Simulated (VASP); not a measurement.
A run of VASP 6.6.1 is set up as follows.

The input INCAR:

```
PREC = Accurate
ENCUT = 520
EDIFF = 1E-7
ISMEAR = 0
SIGMA = 0.01
LREAL = F
LASPH = T
NELM = 80
ALGO = Normal
ISIF = 2
LWAVE = F
LCHARG = T
GGA = PE
LELF = T
LVHAR = T
NBANDS = 16
```

KPOINTS

```
Automatic mesh
0
Gamma
  4 4 4
```

POSCAR

```
CdS
1.0
    0.1093917141      2.7992799753      2.8775099256
    2.9780469309      0.0483603329      2.9385413068
    2.9402040689      2.8224584779      0.0862132116
Cd S
1 1
Direct
    0.9986200000      0.0004500000      0.0030200000
    0.2529100000      0.2465500000      0.2501600000
```

Potentials or basis: VASP PAW PBE potentials, release 64 (Cd, S).

Command:

```console
$ cat potpaw_PBE.64/Cd/POTCAR potpaw_PBE.64/S/POTCAR > POTCAR
$ mpirun -np 1 vasp_std > vasp.out
```

What does it give for the pressure?

9.1 GPa.

Estimate the largest force.

0.615 eV/Å.

What does it give for the band gap on the k mesh?

1.20 eV, direct.

Forces in eV/Å, atoms in the order of the input:
```
Cd  -0.106  0.539  0.278
S    0.106 -0.539 -0.278
```

Caveat: the k points lie up to 0.49 Å⁻¹ apart. PBE gaps usually lie below the measured ones, often by a third to a half.
